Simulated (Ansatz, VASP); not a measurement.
## One calculation of Mo3H, two programs

```
H Mo
1.0
     3.89153    0.00000    0.00000
     0.00000    3.89153    0.00000
     0.00000    0.00000    3.89153
H Mo
1 3
Direct
  0.00000 0.00000 0.00000
  0.50000 0.00000 0.00000
  0.00000 0.50000 0.00000
  0.00000 0.00000 0.50000
```

Alike in both runs: functional PBE; k mesh 5 × 5 × 5; occupations gaussian, width 0.2 eV; no spin polarisation.

Ansatz relaxed the structure, and its values are those at the end. VASP's run is a single point on that final structure, the one shown.

|  | VASP | Ansatz |
| --- | --- | --- |
| version | VASP 6.6.1 | Ansatz 0.2.0 |
| potentials or method | VASP PAW PBE potentials, release 64 (H, Mo_sv), cutoff 520 eV | scalar-relativistic, plane waves, PAW |
| valence electrons in the cell | 43 | 43 |

VASP gave:

- gap on the k mesh at the Fermi level (eV): none
- pressure (GPa): 0.2

Estimate Ansatz's values.

gap on the k mesh at the Fermi level (eV): none; pressure (GPa): -0.1.

A gap of «none» marks a metal or a gap that the smearing closes. With one functional, cell and mesh, what is left measures potentials, basis and numerics.
